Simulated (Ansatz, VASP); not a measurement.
## Two plane-wave programs on LiH

File POSCAR:

```
LiH
1.0
    0.0000000000      2.1451220099      2.1451220099
    2.1451220099      0.0000000000      2.1451220099
    2.1451220099      2.1451220099      0.0000000000
Li H
1 1
Direct
    0.0000000000      0.0000000000      0.0000000000
    0.2500000000      0.2500000000      0.2500000000
```

The input INCAR.step1:

```
SYSTEM = LiH
ALGO = Normal
EDIFF = 1E-5
ENCUT = 520
GGA = PE
ISIF = 2
ISMEAR = 0
LASPH = .True.
LREAL = .False.
LWAVE = .True.
NBANDS = 9
NELM = 80
PREC = Accurate
SIGMA = 0.01
```

The input INCAR.step2:

```
SYSTEM = LiH
AEXX = 0.1
ALGO = Normal
EDIFF = 1E-6
ENCUT = 520
GGA = PE
HFSCREEN = 0.3
ISIF = 2
ISMEAR = 0
ISTART = 1
LASPH = .True.
LCHARG = .True.
LELF = .True.
LHFCALC = .True.
LREAL = .False.
LVHAR = .True.
LWAVE = .False.
NBANDS = 9
NELM = 80
PREC = Accurate
PRECFOCK = Normal
SIGMA = 0.01
```

KPOINTS

```
k-points
0
Gamma
  4 4 4
  0 0 0
```

Input for Ansatz:

```yaml
crystal:
  lattice:
    - [0.0, 2.1451220099, 2.1451220099]
    - [2.1451220099, 0.0, 2.1451220099]
    - [2.1451220099, 2.1451220099, 0.0]
  atoms:
    - { symbol: Li, position: [0.0, 0.0, 0.0] }
    - { symbol: H, position: [0.25, 0.25, 0.25] }
kpoints:
  mp_grid: { grid: [4, 4, 4] }
hamiltonian:
  xc: { exchange: pbe, correlation: pbe, exx: { coeff: 0.1, omega: 0.3 } }
scf:
  occupations: { method: fixed }
  n_extra_bands: 4
output:
  forces: true
  stress: true
  eigenvalues: true
```

Alike in both runs: task single point; functional PBE-based screened hybrid; k mesh 4 × 4 × 4; no spin polarisation.

```csv
,VASP,Ansatz
version,VASP 6.6.1,Ansatz 0.2.0
potentials or method,"VASP PAW PBE potentials, release 64 (Li_sv, H)",plane waves
plane-wave cutoff (eV),520,420
occupations,"gaussian, width 0.01 eV",fixed
valence electrons in the cell,4,4
```

VASP gave:

- gap on the k mesh at the Fermi level (eV): 4.53

Problem. Which values does Ansatz return?

Solution. gap on the k mesh at the Fermi level (eV): 4.52.

VASP's potentials were made for PBE, not for PBE-based screened hybrid. Ansatz's warnings: stress exchange threshold loose, stress scf threshold loose.

The k mesh is coarse, so the values compare programs but aren't converged. Noted on VASP's run: the cutoff is short for stress, so the pressure is rough.
